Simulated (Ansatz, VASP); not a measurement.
Two plane-wave programs on Be

```
Be
1.0
     3.43124    0.00000    0.00000
    -1.71562    2.97154    0.00000
     0.00000    0.00000   10.77281
Be
12
Direct
  0.66667 0.33333 0.65418
  0.66667 0.33333 0.05314
  0.66667 0.33333 0.44686
  0.66667 0.33333 0.84582
  0.00000 0.00000 0.25000
  0.33333 0.66667 0.94686
  0.00000 0.00000 0.75000
  0.66667 0.33333 0.25000
  0.33333 0.66667 0.34582
  0.33333 0.66667 0.75000
  0.33333 0.66667 0.15418
  0.33333 0.66667 0.55314
```

Alike in both runs: functional PBE; k mesh 12 × 12 × 1; occupations gaussian, width 0.1 eV; no spin polarisation.

Ansatz relaxed the structure, and its values are those at the end. VASP's run is a single point on that final structure, the one shown.

```csv
,VASP,Ansatz
version,VASP 6.6.1,Ansatz 0.2.0
potentials or method,"VASP PAW PBE potentials, release 64 (Be), cutoff 520 eV","scalar-relativistic, plane waves, PAW"
valence electrons in the cell,24,24
```

|  | VASP | Ansatz | Ansatz less VASP |
| --- | --- | --- | --- |
| gap on the k mesh at the Fermi level (eV) | none | none | - |
| pressure (GPa) | 0.1 | 0.0 | -0.13 |
| rms of the force components (eV/Å) | 0.003 | 0.000 | -0.0026 |

A gap of «none» marks a metal or a gap that the smearing closes.

The k mesh is coarse, so the values compare programs but aren't converged.
